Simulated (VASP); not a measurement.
# W9C8 in VASP: single point with LDA

Aim: the single point of W9C8 with LDA.

All numbers are computed with VASP 6.6.1; they aren't measurements. Logs are shortened: lines on timing, memory, paths and dates and some standing lists are left out, and cuts for length are marked.

### 1 The cell of the first run

The cell holds a slab with vacuum, 17 atoms: a = 5.693 Å, b = 5.693 Å, c = 17.193 Å, α = 90.00°, β = 90.00°, γ = 120.00°.

### 2 Single point, LDA

Input file INCAR:

```
SYSTEM = W9C8
ALGO     = Normal         ! electronic algorithm
EDIFF    = 1E-7           ! SCF threshold, eV
ENCUT    = 520            ! plane-wave cutoff, eV
ISIF     = 2              ! what is computed and relaxed
ISMEAR   = -1             ! smearing method
LASPH    = .True.         ! aspherical terms in the spheres
LCHARG   = .False.        ! write CHGCAR
LREAL    = Auto         
LWAVE    = .False.        ! write WAVECAR
NBANDS   = 93             ! bands
NELM     = 60             ! most SCF steps
PREC     = Accurate       ! precision mode
SIGMA    = 0.05           ! smearing width, eV
```

Input file KPOINTS:

```
k-points
0
Gamma
  3 3 1
  0 0 0
```

Input file POSCAR:

```
W9C8
1.0
    5.6929600000      0.0000000000      0.0000000000
   -2.8464800000      4.9302480000      0.0000000000
    0.0000000000      0.0000000000     17.1931300000
W C
9 8
Direct
    0.0000000000      0.0000000000      0.0581628000
   -0.0007716314      0.0007634264      0.2235822379
    0.0000000000      0.5000000000      0.0581628000
   -0.0007661568      0.4984658400      0.2235822269
    0.5000000000      0.0000000000      0.0581628000
    0.5015342567      0.0007622061      0.2235819478
    0.5000000000      0.5000000000      0.0581628000
    0.5000010930      0.5000003824      0.2150349607
    0.4999988258      0.4999907420      0.3625753226
    0.3322017937      0.1644016255      0.1351361495
    0.3402391525      0.1804823408      0.2992144443
    0.3322000190      0.6677947772      0.1351366462
    0.3402469579      0.6597595818      0.2992203919
    0.8333328026      0.1666666760      0.1370059141
    0.8333335021      0.1666651681      0.2914375326
    0.8355954382      0.6677942215      0.1351360416
    0.8195149048      0.6597632744      0.2992185950
```

Potentials or basis: VASP PAW LDA potentials, release 64 (W_sv, C).

Command:

```sh
cat potpaw_LDA.64/W_sv/POTCAR potpaw_LDA.64/C/POTCAR > POTCAR
mpirun -np 1 vasp_std > vasp.out
```

OUTCAR:

```text
SYSTEM = W9C8
   EDIFF = 1E-7
   ENCUT = 520
   ISIF = 2
   ISMEAR = -1
   LASPH = .True.
   LREAL = Auto
   NELM = 60
   PREC = Accurate

 ion  position               nearest neighbor table
   1  0.000  0.000  0.058-  10 2.11  16 2.11  14 2.13   2 2.84   5 2.85   5 2.85   3 2.85   3 2.85
                             7 2.85   7 2.85
   2  0.999  0.001  0.224-  15 2.01  11 2.13  17 2.13  14 2.21  16 2.24  10 2.24   6 2.83   4 2.83
                             1 2.84   8 2.85   8 2.85   4 2.86   6 2.86
   3  0.000  0.500  0.058-  16 2.11  12 2.11  14 2.13   4 2.84   7 2.85   7 2.85   5 2.85   1 2.85
                             1 2.85   5 2.85
   4  0.999  0.498  0.224-  15 2.01  17 2.13  13 2.13  14 2.21  12 2.24  16 2.24   2 2.83   6 2.83
                             3 2.84   8 2.85   8 2.85   6 2.86   2 2.86
   5  0.500  0.000  0.058-  10 2.11  12 2.11  14 2.13   6 2.84   1 2.85   1 2.85   3 2.85   7 2.85
                             7 2.85   3 2.85
   6  0.502  0.001  0.224-  15 2.01  11 2.13  13 2.13  14 2.21  12 2.24  10 2.24   2 2.83   4 2.83
                             5 2.84   8 2.85   8 2.85   4 2.86   2 2.86
   7  0.500  0.500  0.058-  16 2.12  12 2.12  10 2.12   8 2.70   3 2.85   3 2.85   5 2.85   5 2.85
                             1 2.85   1 2.85
   8  0.500  0.500  0.215-  11 2.14  17 2.14  13 2.14  12 2.15  16 2.15  10 2.15   9 2.54   7 2.70
                             2 2.85   6 2.85   4 2.85   4 2.85   6 2.85   2 2.85
   9  0.500  0.500  0.363-  17 1.92  13 1.92  11 1.92   8 2.54
  10  0.332  0.164  0.135-   5 2.11   1 2.11   7 2.12   8 2.15   6 2.24   2 2.24
  11  0.340  0.180  0.299-   9 1.92   2 2.13   6 2.13   8 2.14
  12  0.332  0.668  0.135-   3 2.11   5 2.11   7 2.12   8 2.15   4 2.24   6 2.24
  13  0.340  0.660  0.299-   9 1.92   6 2.13   4 2.13   8 2.14
  14  0.833  0.167  0.137-   5 2.13   3 2.13   1 2.13   6 2.21   2 2.21   4 2.21
  15  0.833  0.167  0.291-   2 2.01   6 2.01   4 2.01
  16  0.836  0.668  0.135-   3 2.11   1 2.11   7 2.12   8 2.15   4 2.24   2 2.24
  17  0.820  0.660  0.299-   9 1.92   2 2.13   4 2.13   8 2.14

  LATTYP: Found a hexagonal cell.
 ALAT       =     5.6929600000
 C/A-ratio  =     3.0200686462

  Lattice vectors:

 A1 = (   5.6929600000,   0.0000000000,   0.0000000000)
 A2 = (  -2.8464800000,   4.9302480000,   0.0000000000)
 A3 = (   0.0000000000,   0.0000000000,  17.1931300000)

Analysis of symmetry for initial positions (statically):
=====================================================================
 Subroutine PRICEL returns:
 Original cell was already a primitive cell.

 Routine SETGRP: Setting up the symmetry group for a
 hexagonal supercell.

 Subroutine GETGRP returns: Found  2 space group operations
 (whereof  1 operations were pure point group operations)
 out of a pool of 24 trial point group operations.

The static configuration has the point symmetry C_1 .
 The point group associated with its full space group is C_1h.

Analysis of symmetry for dynamics (positions and initial velocities):
=====================================================================
 Subroutine PRICEL returns:
 Original cell was already a primitive cell.

 Routine SETGRP: Setting up the symmetry group for a
 hexagonal supercell.

 Subroutine GETGRP returns: Found  2 space group operations
 (whereof  1 operations were pure point group operations)
 out of a pool of 24 trial point group operations.

The dynamic configuration has the point symmetry C_1 .
 The point group associated with its full space group is C_1h.

 Subroutine INISYM returns: Found  2 space group operations
 (whereof  1 operations are pure point group operations),
 and found     1 'primitive' translations

----------------------------------------------------------------------------------------

                                     Primitive cell

  volume of cell :     482.5717

  direct lattice vectors                    reciprocal lattice vectors
     5.692960000  0.000000000  0.000000000     0.175655546  0.101414777  0.000000000
    -2.846480000  4.930248000  0.000000000     0.000000000  0.202829553  0.000000000
     0.000000000  0.000000000 17.193130000     0.000000000  0.000000000  0.058162766

  length of vectors
     5.692960000  5.692960015 17.193130000     0.202829554  0.202829553  0.058162766

  position of ions in fractional coordinates (direct lattice)
     0.000000000  0.000000000  0.058162800
     0.999228369  0.000763426  0.223582238
     0.000000000  0.500000000  0.058162800
     0.999233843  0.498465840  0.223582227
     0.500000000  0.000000000  0.058162800
     0.501534257  0.000762206  0.223581948
[... 9 lines left out ...]
     0.835595438  0.667794222  0.135136042
     0.819514905  0.659763274  0.299218595

  ion indices of the primitive-cell ions
   primitive index   ion index
                 1           1
                 2           2
                 3           3
                 4           4
                 5           5
                 6           6
[... 9 lines left out ...]
                16          16
                17          17

----------------------------------------------------------------------------------------

 KPOINTS: k-points

Automatic generation of k-mesh.
 Grid dimensions read from file:
 generate k-points for:    3    3    1

 Generating k-lattice:

  Cartesian coordinates                     Fractional coordinates (reciprocal lattice)
     0.058551849  0.033804926  0.000000000     0.333333333  0.000000000  0.000000000
     0.000000000  0.067609851  0.000000000     0.000000000  0.333333333  0.000000000
     0.000000000  0.000000000  0.058162766     0.000000000  0.000000000  1.000000000

  Length of vectors
     0.067609851  0.067609851  0.058162766

  Shift w.r.t. Gamma in fractional coordinates (k-lattice)
     0.000000000  0.000000000  0.000000000

 Subroutine IBZKPT returns following result:
 ===========================================

 Found      4 irreducible k-points:

 Following reciprocal coordinates:
            Coordinates               Weight
  0.000000  0.000000  0.000000      1.000000
  0.333333  0.000000  0.000000      4.000000
  0.000000  0.333333  0.000000      2.000000
  0.333333  0.333333  0.000000      2.000000
   k-points           NKPTS =      4   k-points in BZ     NKDIM =      4   number of bands    NBANDS=     93
   number of dos      NEDOS =    301   number of ions     NIONS =     17
   total plane-waves  NPLWV = 225792
   dimension x,y,z NGX =    42 NGY =   42 NGZ =  128
   dimension x,y,z NGXF=    84 NGYF=   84 NGZF=  256
   ions per type =               9   8
   NGX,Y,Z   is equivalent  to a cutoff of  12.26, 12.26, 12.38 a.u.
   NGXF,Y,Z  is equivalent  to a cutoff of  24.53, 24.53, 24.75 a.u.
 SYSTEM =  W9C8
   PREC   = accura    normal or accurate (medium, high low for compatibility)
   ISTART =      0    job   : 0-new  1-cont  2-samecut
   ICHARG =      2    charge: 1-file 2-atom 10-const
   ISPIN  =      1    spin polarized calculation?
   LNONCOLLINEAR =      F non collinear calculations
   LSORBIT =      F    spin-orbit coupling
   LASPH  =      T    aspherical Exc in radial PAW
   ENCUT  =  520.0 eV  38.22 Ry    6.18 a.u.  10.59 10.59 31.97*2*pi/ulx,y,z
   NELM   =     60;   NELMIN=  2; NELMDL= -5     # of ELM steps
   EDIFF  = 0.1E-06   stopping-criterion for ELM
   LREAL  =      T    real-space projection
   EDIFFG = 0.1E-05   stopping-criterion for IOM
   NSW    =      0    number of steps for IOM
   IBRION =     -1    ionic relax: 0-MD 1-quasi-New 2-CG
   NFREE  =      0    steps in history (QN), initial steepest desc. (CG)
   ISIF   =      2    stress and relaxation
   ISYM   =      2    0-nonsym 1-usesym 2-fastsym
   POTIM  = 0.5000    time-step for ionic-motion
   TEBEG  =    0.0;   TEEND  =   0.0 temperature during run
   PSTRESS=    0.0 pullay stress
   NELECT =     158.0000    total number of electrons
   NUPDOWN=      -1.0000    fix difference up-down
   EMIN   =  10.00;   EMAX   =-10.00  energy-range for DOS
   EFERMI =   0.00;   METHOD = LEGACY
   ISMEAR =    -1;   SIGMA  =   0.05  broadening in eV -4-tet -1-fermi 0-gaus
   EFERMI_NEDOS =   21; number of points for ismear=-14 and -15
   IALGO  =     38    algorithm
   IMIX   =      4    mixing-type and parameters
     AMIX     =   0.40;   BMIX     =  1.00
     AMIX_MAG =   1.60;   BMIX_MAG =  1.00
  volume/ion in A,a.u.               =      28.39       191.56
  Fermi-wavevector in a.u.,A,eV,Ry     =   1.128340  2.132253 17.322267  1.273151
  Thomas-Fermi vector in A             =   2.265029
   LORBIT       =      0    0 simple, 1 ext, 2 COOP (PROOUT), +10 PAW based schemes
   GGA     = CA    functional components
   LHFCALC =     F    Hartree Fock is set to
   AEXX    =    0.0000 exact exchange contribution
   IVDW    =     0    specifies the selected vdW correction
   LEPSILON=     F    determine dielectric tensor
   LRPA    =     F    only Hartree local field effects (RPA)
 non-spin polarized calculation
  energy-cutoff  :      520.00
  volume of cell :      482.57
 maximum number of plane-waves:     12987
 NGX is ok and might be reduce to    42
   NGX = 21   NGY = 21   NGZ = 63

 number of electron     158.0000007 magnetization

 Free energy of the ion-electron system (eV)
  ---------------------------------------------------
  ext. energy  EPLUGINS =         0.00000000
  ---------------------------------------------------
  free energy    TOTEN  =      -193.14680105 eV

  energy without entropy =     -193.07750129  energy(sigma->0) =     -193.11215117

 E-fermi :   1.6258     XC(G=0):  -6.5692

 val. band max:        1.6016663552   @ k =   0.3333   0.3333   0.0000
 cond. band min:       1.6647767723   @ k =   0.0000   0.0000   0.0000
 fundamental gap:      0.0631104170
 Fermi energy:         1.6258248200

 k-point     1 :       0.0000    0.0000    0.0000
  band No.  band energies     occupation
      1     -72.5342      2.00000
      2     -71.9254      2.00000
      3     -71.8975      2.00000
      4     -71.8539      2.00000
      5     -71.8419      2.00000
      6     -71.8419      2.00000
[... 365 lines left out ...]
     90       3.8110      0.00000
     91       3.9131      0.00000
 [bands above 91 left out]

------------------------ aborting loop because EDIFF is reached ----------------------------------------

  FORCE on cell =-STRESS in cart. coord.  units (eV):
  Direction    XX          YY          ZZ          XY          YZ          ZX
  --------------------------------------------------------------------------------------
  -------------------------------------------------------------------------------------
  Total        6.2891856      6.2885362      2.3230773      0.0000000      0.0002027      0.0000000
  in kB       20.8806085     20.8784523      7.7128058      0.0000000      0.0006730      0.0000000
  external PRESSURE =      16.4906222 kB  Pullay stress =       0.0000000 kB

 VOLUME and BASIS-vectors are now :
 -----------------------------------------------------------------------------
  energy-cutoff  :      520.00
  volume of cell :      482.57
      direct lattice vectors                 reciprocal lattice vectors
     5.692960000  0.000000000  0.000000000     0.175655546  0.101414777  0.000000000
    -2.846480000  4.930248000  0.000000000     0.000000000  0.202829553  0.000000000
     0.000000000  0.000000000 17.193130000     0.000000000  0.000000000  0.058162766

 POSITION                                       TOTAL-FORCE (eV/Angst)
 -----------------------------------------------------------------------------------
      0.00000      0.00000      1.00000         0.012587     -0.007339      0.118981
      5.68639      0.00376      3.84408         0.058712     -0.033070     -0.018707
     -1.42324      2.46512      1.00000         0.000000      0.014487      0.118957
      4.26973      2.45756      3.84408         0.000000      0.066933     -0.018128
      2.84648      0.00000      1.00000        -0.012587     -0.007339      0.118981
      2.85304      0.00376      3.84407        -0.058712     -0.033070     -0.018707
[... 9 lines left out ...]
      2.85615      3.29239      2.32341         0.009585      0.005733      0.010915
      2.78746      3.25280      5.14450         0.065908      0.037700      0.046000
 -----------------------------------------------------------------------------------
    total drift:                                0.031319      0.000008      0.019784

  FREE ENERGIE OF THE ION-ELECTRON SYSTEM (eV)
  ---------------------------------------------------
  free  energy   TOTEN  =      -193.1468010468 eV

  energy  without entropy=     -193.0775012903  energy(sigma->0) =     -193.11215117
```

Wall time 8.9 min (1 thread of Intel Xeon Platinum 8488C (Sapphire Rapids), shared host); peak memory 0.42 GiB.

What came out:

* Free energy: -193.1468 eV
* Largest force: 0.889 eV/Å
* Band gap on the k mesh: zero (bands 79 and 80 overlap by 0.51 eV)

Forces in eV/Å, atoms in the order of the input:
```
W    0.013 -0.007  0.119
W    0.059 -0.033 -0.019
W    0.000  0.014  0.119
W    0.000  0.067 -0.018
W   -0.013 -0.007  0.119
W   -0.059 -0.033 -0.019
W    0.000  0.000 -0.889
W    0.000  0.000 -0.069
W    0.000  0.000  0.315
C    0.000 -0.011  0.011
C    0.000 -0.076  0.046
C   -0.010  0.006  0.011
C   -0.066  0.038  0.046
C    0.000  0.000  0.003
C    0.000  0.000  0.167
C    0.010  0.006  0.011
C    0.066  0.038  0.046
```

Caveat: the k points lie up to 0.42 Å⁻¹ apart, too coarse for converged energies and pressures of a metal; there is no dipole correction, which matters where the two faces differ; spin-orbit coupling is left out, which moves the levels of the heavy elements.

The gap in the log of VASP goes by the Fermi energy; the results here count the filled bands.